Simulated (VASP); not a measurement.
Write the native input for VASP 6.6.1 that does the following.

```
Task                   : single point
Functional             : r2SCAN
Potentials or basis    : VASP PAW PBE potentials, release 64 (Zn, S)
Cutoff                 : 520 eV
k mesh                 : 8 × 8 × 8
Occupations            : gaussian, width 0.01 eV
Spin                   : no spin polarisation
Dipole correction      : no
Further INCAR settings : ALGO = Normal; EDIFF = 1e-06; NBANDS = 16
```

ZnS:

```
CELL_PARAMETERS angstrom
2.74841 2.74841 0.00000
-2.74841 2.74841 0.00000
0.00000 2.74841 2.66218
ATOMIC_POSITIONS crystal
Zn 0.75000 0.25000 0.50000
S 0.00000 0.00000 0.00000
```

This cell differs from its parent crystal: in-plane strain +0.02.

These files were run (other wordings do the same):

POSCAR

```
ZnS
1.0
    2.7484072484      2.7484072484      0.0000000000
   -2.7484072484      2.7484072484      0.0000000000
    0.0000000000      2.7484072484      2.6621827073
Zn S
1 1
Direct
    0.7500000000      0.2500000000      0.5000000000
    0.0000000000      0.0000000000      0.0000000000
```

INCAR.step1

```
  ALGO = Normal
  EDIFF = 1E-4
  ENCUT = 520
  GGA = PE
  ISMEAR = 0
  LASPH = True
  LCHARG = False
  LREAL = False
  LWAVE = True
  NBANDS = 16
  NELM = 100
  PREC = Accurate
  SIGMA = 0.01
```

INCAR.step2

```
  ALGO = Normal
  EDIFF = 1E-6
  ENCUT = 520
  ISIF = 2
  ISMEAR = 0
  ISTART = 1
  LASPH = True
  LCHARG = False
  LMIXTAU = True
  LREAL = False
  LWAVE = False
  METAGGA = R2SCAN
  NBANDS = 16
  NELM = 100
  PREC = Accurate
  SIGMA = 0.01
```

KPOINTS

```
k-points
0
Gamma
  8 8 8
```

Potentials or basis: VASP PAW PBE potentials, release 64 (Zn, S).

Launch:

```sh
$ cat potpaw_PBE.64/Zn/POTCAR potpaw_PBE.64/S/POTCAR > POTCAR
$ cp INCAR.step1 INCAR
$ mpirun -np 1 vasp_std > vasp.out
$ cp INCAR.step2 INCAR
$ mpirun -np 1 vasp_std > vasp.out
```

It gave:

```json
{"Pressure": "-2.0 GPa", "Band gap on the k mesh": "2.51 eV, direct"}
```

Caveat: the cell differs from its parent crystal (in-plane strain +0.02); the PAW data sets were made with another functional, which shifts forces and pressure a little.

It took 84 s on 1 thread of AMD EPYC 9R45 96-Core Processor (Zen 5) (shared host), peak memory 0.16 GiB.
